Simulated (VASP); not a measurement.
# GaIr5 (P4/mmm) in VASP: a series of runs

Runs on GaIr5. Level: PBE. Tasks: single point, relaxation of cell and atoms.

Program: VASP 6.6.1. These are calculated values, not measurements. Logs are shortened: lines on timing, memory, paths and dates and some standing lists are left out, and cuts for length are marked.

### 1 The cell of the first run

It takes space group P4/mmm (No. 123, tetragonal). The conventional cell has a = 2.763 Å, b = 2.763 Å, c = 11.366 Å, α = 90.00°, β = 90.00°, γ = 90.00°. Within 3.5 Å of Ga (site symmetry 4/mmm) lie 8 Ir at 2.69 Å and 4 Ga at 2.76 Å. Ir (site symmetry 4mm) has 12 Ir at 2.74 to 2.76 Å within 3.6 Å. Within 3.5 Å of Ir (site symmetry 4mm) lie 4 Ga at 2.69 Å and 8 Ir at 2.74 to 2.76 Å. Within 3.6 Å of Ir (site symmetry 4/mmm) lie 12 Ir at 2.74 to 2.76 Å.

The cell was built from a structure type or drawn by symmetry, and may not be a known phase.

### 2 Single point, PBE

INCAR reads:

```
PREC = Accurate
ENCUT = 520
EDIFF = 1E-7
ISMEAR = 0
SIGMA = 0.1
LREAL = F
LASPH = T
NELM = 80
ALGO = Fast
ISIF = 2
LWAVE = F
LCHARG = F
GGA = PE
NBANDS = 38
```

KPOINTS reads:

```
regular mesh
0
Gamma
  12 12 4
```

POSCAR reads:

```
GaIr5
1.0
    2.7633046757      0.0000000000      0.0000000000
    0.0000000000      2.7633046757      0.0000000000
    0.0000000000      0.0000000000     11.3656276857
Ga Ir
1 5
Direct
    0.5000000000      0.5000000000      0.0000000000
    0.5000000000      0.5000000000      0.3315888894
    0.5000000000      0.5000000000      0.6684111106
    0.0000000000      0.0000000000      0.1624854517
    0.0000000000      0.0000000000      0.8375145483
    0.0000000000      0.0000000000      0.5000000000
```

Potentials or basis: VASP PAW PBE potentials, release 64 (Ga_d, Ir).

The run is started by

```bash
$ cat potpaw_PBE.64/Ga_d/POTCAR potpaw_PBE.64/Ir/POTCAR > POTCAR
$ mpirun -np 1 vasp_std > vasp.out
```

OUTCAR:

```text
PREC = Accurate
   ENCUT = 520
   EDIFF = 1E-7
   ISMEAR = 0
   LREAL = F
   LASPH = T
   NELM = 80
   ISIF = 2
   GGA = PE

 ion  position               nearest neighbor table
   1  0.500  0.500  0.000-   4 2.69   5 2.69   4 2.69   5 2.69   4 2.69   5 2.69   4 2.69   5 2.69

   2  0.500  0.500  0.332-   6 2.74   6 2.74   6 2.74   6 2.74   4 2.74   4 2.74   4 2.74   4 2.74

   3  0.500  0.500  0.668-   6 2.74   6 2.74   6 2.74   6 2.74   5 2.74   5 2.74   5 2.74   5 2.74

   4  0.000  0.000  0.162-   1 2.69   1 2.69   1 2.69   1 2.69   2 2.74   2 2.74   2 2.74   2 2.74

   5  0.000  0.000  0.838-   1 2.69   1 2.69   1 2.69   1 2.69   3 2.74   3 2.74   3 2.74   3 2.74

   6  0.000  0.000  0.500-   2 2.74   3 2.74   2 2.74   3 2.74   2 2.74   3 2.74   2 2.74   3 2.74

  LATTYP: Found a simple tetragonal cell.
 ALAT       =     2.7633046757
 C/A-ratio  =     4.1130562929

  Lattice vectors:

 A1 = (   2.7633046757,   0.0000000000,   0.0000000000)
 A2 = (   0.0000000000,   2.7633046757,   0.0000000000)
 A3 = (   0.0000000000,   0.0000000000,  11.3656276857)

Analysis of symmetry for initial positions (statically):
=====================================================================
 Subroutine PRICEL returns:
 Original cell was already a primitive cell.

 Routine SETGRP: Setting up the symmetry group for a
 simple tetragonal supercell.

 Subroutine GETGRP returns: Found 16 space group operations
 (whereof 16 operations were pure point group operations)
 out of a pool of 16 trial point group operations.

The static configuration has the point symmetry D_4h.

Analysis of symmetry for dynamics (positions and initial velocities):
=====================================================================
 Subroutine PRICEL returns:
 Original cell was already a primitive cell.

 Routine SETGRP: Setting up the symmetry group for a
 simple tetragonal supercell.

 Subroutine GETGRP returns: Found 16 space group operations
 (whereof 16 operations were pure point group operations)
 out of a pool of 16 trial point group operations.

The dynamic configuration has the point symmetry D_4h.

 Subroutine INISYM returns: Found 16 space group operations
 (whereof 16 operations are pure point group operations),
 and found     1 'primitive' translations

----------------------------------------------------------------------------------------
[... 103 lines left out ...]
   EDIFFG = 0.1E-05   stopping-criterion for IOM
   NSW    =      0    number of steps for IOM
   IBRION =     -1    ionic relax: 0-MD 1-quasi-New 2-CG
   NFREE  =      0    steps in history (QN), initial steepest desc. (CG)
   ISIF   =      2    stress and relaxation
   ISYM   =      2    0-nonsym 1-usesym 2-fastsym
   POTIM  = 0.5000    time-step for ionic-motion
   TEBEG  =    0.0;   TEEND  =   0.0 temperature during run
   PSTRESS=    0.0 pullay stress
   NELECT =      58.0000    total number of electrons
   NUPDOWN=      -1.0000    fix difference up-down
   EMIN   =  10.00;   EMAX   =-10.00  energy-range for DOS
   EFERMI =   0.00;   METHOD = LEGACY
   ISMEAR =     0;   SIGMA  =   0.10  broadening in eV -4-tet -1-fermi 0-gaus
   EFERMI_NEDOS =   21; number of points for ismear=-14 and -15
   IALGO  =     68    algorithm
   IMIX   =      4    mixing-type and parameters
     AMIX     =   0.40;   BMIX     =  1.00
     AMIX_MAG =   1.60;   BMIX_MAG =  1.00
  volume/ion in A,a.u.               =      14.46        97.61
  Fermi-wavevector in a.u.,A,eV,Ry     =   1.431310  2.704785 27.873570  2.048650
  Thomas-Fermi vector in A             =   2.551061
   LORBIT       =      0    0 simple, 1 ext, 2 COOP (PROOUT), +10 PAW based schemes
   GGA     = PE    functional components
   LHFCALC =     F    Hartree Fock is set to
   AEXX    =    0.0000 exact exchange contribution
   IVDW    =     0    specifies the selected vdW correction
   LEPSILON=     F    determine dielectric tensor
   LRPA    =     F    only Hartree local field effects (RPA)
 non-spin polarized calculation
 RMM-DIIS sequential band-by-band and
 Gauss-broadening in eV      SIGMA  =   0.10
  energy-cutoff  :      520.00
  volume of cell :       86.79
 maximum number of plane-waves:      2360
 NGX is ok and might be reduce to    24
   NGX = 11   NGY = 11   NGZ = 43

 number of electron      58.0000012 magnetization

 Free energy of the ion-electron system (eV)
  ---------------------------------------------------
  ext. energy  EPLUGINS =         0.00000000
  ---------------------------------------------------
  free energy    TOTEN  =       -47.54243354 eV

  energy without entropy =      -47.51436389  energy(sigma->0) =      -47.52839871

 E-fermi :   9.5833     XC(G=0): -13.6196

 val. band max:        9.5756604535   @ k =   0.3333   0.1667   0.2500
 cond. band min:       9.5844148899   @ k =   0.4167   0.0833   0.0000
 fundamental gap:      0.0087544364
 Fermi energy:         9.5833004311

 k-point     1 :       0.0000    0.0000    0.0000
  band No.  band energies     occupation
      1      -5.8171      2.00000
      2      -5.6027      2.00000
      3      -5.4006      2.00000
      4      -5.4006      2.00000
      5      -5.3516      2.00000
      6      -2.0616      2.00000
[... 973 lines left out ...]
     37      15.4730      0.00000
     38      15.9722      0.00000

 [... further k-points ...]

------------------------ aborting loop because EDIFF is reached ----------------------------------------

  FORCE on cell =-STRESS in cart. coord.  units (eV):
  Direction    XX          YY          ZZ          XY          YZ          ZX
  --------------------------------------------------------------------------------------
  -------------------------------------------------------------------------------------
  Total        0.2849245      0.2849245      0.2532894      0.0000000      0.0000000      0.0000000
  in kB        5.2600444      5.2600444      4.6760237      0.0000000      0.0000000      0.0000000
  external PRESSURE =       5.0653708 kB  Pullay stress =       0.0000000 kB

 VOLUME and BASIS-vectors are now :
 -----------------------------------------------------------------------------
  energy-cutoff  :      520.00
  volume of cell :       86.79
      direct lattice vectors                 reciprocal lattice vectors
     2.763304676  0.000000000  0.000000000     0.361885538  0.000000000  0.000000000
     0.000000000  2.763304676  0.000000000     0.000000000  0.361885538  0.000000000
     0.000000000  0.000000000 11.365627686     0.000000000  0.000000000  0.087984582

 POSITION                                       TOTAL-FORCE (eV/Angst)
 -----------------------------------------------------------------------------------
      1.38165      1.38165      0.00000         0.000000     -0.000000      0.000000
      1.38165      1.38165      3.76872         0.000000     -0.000000     -0.003414
      1.38165      1.38165      7.59691        -0.000000      0.000000      0.003414
      0.00000      0.00000      1.84675        -0.000000      0.000000      0.002449
      0.00000      0.00000      9.51888         0.000000     -0.000000     -0.002449
      0.00000      0.00000      5.68281         0.000000     -0.000000      0.000000
 -----------------------------------------------------------------------------------
    total drift:                                0.000000     -0.000000     -0.000000

  FREE ENERGIE OF THE ION-ELECTRON SYSTEM (eV)
  ---------------------------------------------------
  free  energy   TOTEN  =       -47.5424335361 eV

  energy  without entropy=      -47.5143638908  energy(sigma->0) =      -47.52839871
```

OSZICAR:

```text
N       E                     dE             d eps       ncg     rms          rms(c)
DAV:   1     0.668259888299E+03    0.66826E+03   -0.25498E+04  6654   0.206E+03
DAV:   2     0.255059501875E+02   -0.64275E+03   -0.61845E+03  6396   0.595E+02
DAV:   3    -0.467579771645E+02   -0.72264E+02   -0.65461E+02  7478   0.175E+02
[... 13 lines left out ...]
RMM:  17    -0.475424322596E+02   -0.24461E-05   -0.26762E-05  9751   0.176E-02    0.533E-03
RMM:  18    -0.475424329673E+02   -0.70769E-06   -0.10927E-05  9124   0.931E-03    0.187E-03
RMM:  19    -0.475424334323E+02   -0.46507E-06   -0.41827E-06  7204   0.590E-03    0.279E-03
RMM:  20    -0.475424334470E+02   -0.14726E-07   -0.17665E-06  6278   0.353E-03    0.389E-04
RMM:  21    -0.475424335361E+02   -0.89024E-07   -0.74115E-07  5819   0.241E-03
   1 F= -.47542434E+02 E0= -.47528399E+02  d E =-.280696E-01
```

Wall time 4.8 min (1 thread of Intel Xeon Platinum 8488C (Sapphire Rapids), shared host); peak memory 0.38 GiB.

Results:

```
Free energy            : -47.5424 eV
Pressure               : 0.5 GPa
Largest force          : 0.003 eV/Å
Band gap on the k mesh : zero (bands 29 and 30 overlap by 2.39 eV)
```

Forces on the atoms (eV/Å):
```
Ga   0.000  0.000  0.000
Ir   0.000  0.000 -0.003
Ir   0.000  0.000  0.003
Ir   0.000  0.000  0.002
Ir   0.000  0.000 -0.002
Ir   0.000  0.000  0.000
```

Levels at points of the mesh, in eV from the Fermi level:
| k point | band 27 | band 28 | band 29 | band 30 | band 31 | band 32 |
| --- | --- | --- | --- | --- | --- | --- |
| (0.00, 0.00, 0.00) | -1.12 | -0.65 | -0.50 | -0.50 | -0.10 | 0.42 |
| (0.50, 0.00, 0.00) | -1.10 | -0.37 | -0.30 | 0.53 | 0.60 | 1.41 |
| (0.50, 0.50, 0.00) | 0.39 | 1.24 | 1.30 | 1.30 | 1.61 | 1.61 |
| (0.00, 0.00, 0.50) | -0.65 | -0.64 | -0.18 | -0.18 | -0.10 | 0.18 |
| (0.50, 0.00, 0.50) | -1.15 | -0.44 | -0.21 | 0.23 | 0.56 | 0.57 |
| (0.50, 0.50, 0.50) | 1.30 | 1.30 | 1.61 | 1.61 | 1.62 | 2.45 |

Caveat: spin-orbit coupling is left out, which moves the levels of the heavy elements.

### 3 Single point, PBE

INCAR reads:

```
SYSTEM = GaIr5
ALGO = Fast
EDIFF = 1E-7
ENCUT = 520
GGA = PE
ISIF = 2
ISMEAR = 0
LASPH = .True.
LCHARG = .False.
LREAL = .False.
LWAVE = .False.
NBANDS = 38
NELM = 100
PREC = Accurate
SIGMA = 0.1
```

KPOINTS reads:

```
k-points
0
Gamma
  12 12 4
  0 0 0
```

POSCAR reads:

```
GaIr5
1.0
    2.7633629590      0.0000000000      0.0000000000
    0.0000000000      2.7633629590      0.0000000000
    0.0000000000      0.0000000000     11.3654581098
Ga Ir
1 5
Direct
    0.5000000000      0.5000000000      0.0000000000
    0.5000000000      0.5000000000      0.3315790385
    0.5000000000      0.5000000000      0.6684209615
    0.0000000000      0.0000000000      0.1625090638
    0.0000000000      0.0000000000      0.8374909362
    0.0000000000      0.0000000000      0.5000000000
```

Potentials or basis: VASP PAW PBE potentials, release 64 (Ga_d, Ir).

The run is started by

```bash
$ cat potpaw_PBE.64/Ga_d/POTCAR potpaw_PBE.64/Ir/POTCAR > POTCAR
$ mpirun -np 1 vasp_std > vasp.out
```

It took 5.7 min on 1 thread of Intel Xeon Platinum 8488C (Sapphire Rapids), shared host; peak memory 0.38 GiB.

The run converged. Its results:

```
Free energy            : -47.5424 eV
Pressure               : 0.5 GPa
Band gap on the k mesh : zero (bands 29 and 30 overlap by 2.39 eV)
```

Levels at points of the mesh, in eV from the Fermi level:
| k point | band 25 | band 26 | band 27 | band 28 | band 29 | band 30 | band 31 | band 32 | band 33 | band 34 |
| --- | --- | --- | --- | --- | --- | --- | --- | --- | --- | --- |
| (0.00, 0.00, 0.00) | -1.51 | -1.25 | -1.12 | -0.65 | -0.50 | -0.50 | -0.10 | 0.42 | 0.72 | 0.94 |
| (0.50, 0.00, 0.00) | -2.19 | -1.81 | -1.10 | -0.37 | -0.30 | 0.53 | 0.60 | 1.41 | 1.54 | 1.55 |
| (0.50, 0.50, 0.00) | 0.03 | 0.39 | 0.39 | 1.24 | 1.30 | 1.30 | 1.61 | 1.61 | 1.81 | 5.12 |
| (0.00, 0.00, 0.50) | -1.22 | -1.12 | -0.65 | -0.64 | -0.18 | -0.18 | -0.11 | 0.18 | 0.42 | 0.72 |
| (0.50, 0.00, 0.50) | -1.46 | -1.18 | -1.15 | -0.44 | -0.21 | 0.23 | 0.56 | 0.57 | 1.07 | 2.38 |
| (0.50, 0.50, 0.50) | 0.48 | 1.24 | 1.30 | 1.30 | 1.61 | 1.61 | 1.62 | 2.45 | 2.45 | 2.80 |

Caveat: spin-orbit coupling is left out, which moves the levels of the heavy elements.

### 4 Relaxation of cell and atoms, PBE

This run uses another cell than the first one, of 15.85 Å³/atom.

INCAR reads:

```
SYSTEM = GaIr5
PREC = Accurate
ENCUT = 600
EDIFF = 1E-6
ISMEAR = 0
SIGMA = 0.2
LREAL = .False.
LASPH = .True.
NELM = 80
ALGO = Normal
ISIF = 3
LWAVE = .False.
LCHARG = .False.
GGA = PE
IBRION = 2
NSW = 36
EDIFFG = -0.08
```

KPOINTS reads:

```
Automatic mesh
0
Gamma
  6 6 2
  0 0 0
```

POSCAR reads:

```
GaIr5
1.0
    2.8210431800      0.0000000000      0.0000000000
    0.0000000000      2.8210431800      0.0000000000
    0.0000000000      0.0000000000     11.9498480900
Ga Ir
1 5
Direct
    0.5000000000      0.5000000000      0.0000000000
    0.5000000000      0.5000000000      0.3344822800
    0.5000000000      0.5000000000      0.6655177200
    0.0000000000      0.0000000000      0.1759868000
    0.0000000000      0.0000000000      0.8240132000
    0.0000000000      0.0000000000      0.5000000000
```

The run is started by

```bash
$ cat potpaw_PBE.64/Ga_d/POTCAR potpaw_PBE.64/Ir/POTCAR > POTCAR
$ mpirun -np 1 vasp_std > vasp.out
```

It took 10 min on 1 thread of Intel Xeon Platinum 8488C (Sapphire Rapids), shared host; peak memory 0.25 GiB.

The run converged. Its results:

```yaml
Free_energy: -47.5424 eV
Relaxed_volume: 14.49 Å³/atom
Relaxed_cell: a = 2.781 Å, b = 2.781 Å, c = 11.241 Å, α = 90.00°, β = 90.00°, γ = 90.00°
Space_group_after_relaxing_to_0.1_Å: P4/mmm (No. 123)
Pressure_after_relaxing: 0.2 GPa
Largest_force_after_relaxing: 0.026 eV/Å
Band_gap_on_the_k_mesh: zero (bands 29 and 30 overlap by 2.28 eV)
```

Forces on the atoms (eV/Å):
```
Ga   0.000  0.000  0.000
Ir   0.000  0.000 -0.026
Ir   0.000  0.000  0.026
Ir   0.000  0.000 -0.008
Ir   0.000  0.000  0.008
Ir   0.000  0.000  0.000
```

Stress tensor (GPa, compression positive):
```
0.18 0.00 0.00
0.00 0.18 0.00
0.00 0.00 0.36
```

Final structure:
```
Ga Ir
1.0
     2.78077    0.00000    0.00000
     0.00000    2.78077    0.00000
     0.00000    0.00000   11.24118
Ga Ir
1 5
Cartesian
  1.3904 1.3904 0.0000
  1.3904 1.3904 3.7275
  1.3904 1.3904 7.5137
  0.0000 0.0000 1.8204
  0.0000 0.0000 9.4208
  0.0000 0.0000 5.6206
```

Levels at points of the mesh, in eV from the Fermi level:
```csv
k point,band 27,band 28,band 29,band 30,band 31,band 32
"(0.00, 0.00, 0.00)",-1.11,-0.68,-0.52,-0.52,-0.13,0.42
"(0.50, 0.00, 0.00)",-1.11,-0.33,-0.29,0.62,0.69,1.39
"(0.50, 0.50, 0.00)",0.37,1.21,1.30,1.31,1.54,1.55
"(0.00, 0.00, 0.50)",-0.68,-0.39,-0.18,-0.18,-0.13,0.41
"(0.50, 0.00, 0.50)",-1.14,-0.41,-0.19,0.27,0.64,0.66
"(0.50, 0.50, 0.50)",1.30,1.31,1.54,1.55,1.66,2.43
```

Caveat: the k points lie up to 0.38 Å⁻¹ apart in the final cell, too coarse for converged energies and pressures of a metal; spin-orbit coupling is left out, which moves the levels of the heavy elements.

### 5 The runs side by side

```tsv
task	cell	k mesh	cutoff (eV)	smearing	gap on the mesh (eV)	pressure (GPa)
single point	a = 2.763, b = 2.763, c = 11.366 Å, 6 atoms, atomic positions A	12 × 12 × 4	520	gaussian 0.1 eV	none	0.5
single point	a = 2.763, b = 2.763, c = 11.365 Å, 6 atoms, atomic positions A	12 × 12 × 4	520	gaussian 0.1 eV	none	0.5
relaxation of cell and atoms	relaxed from a = 2.821, b = 2.821, c = 11.950 Å, 6 atoms, atomic positions B	6 × 6 × 2	600	gaussian 0.2 eV	none	0.2
```

Alike in all rows: level PBE; potentials or basis VASP PAW PBE potentials, release 64 (Ga_d, Ir); no spin polarisation.

Caveats: some runs use coarse meshes; spin-orbit coupling is left out, which moves the levels of the heavy elements.

Total energies depend on the potentials used, so only differences within one code and one set of settings carry meaning.
